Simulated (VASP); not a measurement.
## Bi2TeSe2: single point with r2SCAN

Crystal: Bi2TeSe2.

```xyz
5
Lattice="2.0288 1.1713 9.4210 -2.0288 1.1713 9.4210 0.0000 -2.3426 9.4210" Properties=species:S:1:pos:R:3 pbc="T T T"
Bi    0.0000    0.0000   11.2503
Bi    0.0000    0.0000   17.0126
Te    0.0000    0.0000    0.0000
Se    0.0000    0.0000    5.9804
Se    0.0000    0.0000   22.2825
```

This cell differs from its parent crystal: strain -0.030 along x and y, -0.030 along z.

* Program: VASP 6.6.1
* Task: single point
* Functional: r2SCAN
* Potentials or basis: VASP PAW PBE potentials, release 64 (Bi_d, Te, Se)
* Cutoff: 520 eV
* k mesh: 6 × 6 × 6
* Occupations: gaussian, width 0.05 eV
* Spin: no spin polarisation

The pressure is 12.0 GPa and the largest force is 2.233 eV/Å. The band gap on the k mesh is 0.69 eV.

Forces in eV/Å, atoms in the order of the input:
```
Bi   0.000  0.000  2.233
Bi   0.000  0.000 -2.233
Te   0.000  0.000  0.000
Se   0.000  0.000  0.040
Se   0.000  0.000 -0.040
```

Stress tensor (GPa, compression positive):
```
11.72  0.00  0.00
 0.00 11.72  0.00
 0.00  0.00 12.55
```

Levels at points of the mesh, in eV from the valence-band top:
| k point | band 22 | band 23 | band 24 | band 25 | band 26 | band 27 |
| --- | --- | --- | --- | --- | --- | --- |
| (0.00, 0.00, 0.00) | -1.38 | -1.38 | 0.00 | 0.69 | 0.91 | 0.91 |
| (0.50, 0.00, 0.00) | -2.63 | -1.43 | -0.62 | 1.01 | 1.45 | 3.04 |
| (0.50, 0.50, 0.00) | -2.14 | -2.03 | -1.13 | 1.39 | 1.98 | 2.17 |
| (0.50, 0.50, 0.50) | -1.67 | -1.29 | -0.42 | 1.05 | 1.22 | 1.22 |

Wall time 21 min on 1 thread of Intel(R) Xeon(R) 6975P-C (Granite Rapids), with other jobs on the host, peak memory 0.92 GiB.

Caveat: the cell differs from its parent crystal (strain -0.030 along x and y, -0.030 along z); the cell stands under pressure; the PAW data sets were made with another functional, which shifts forces and pressure a little; spin-orbit coupling is left out, which moves the levels of the heavy elements. A k mesh can miss the band edges.
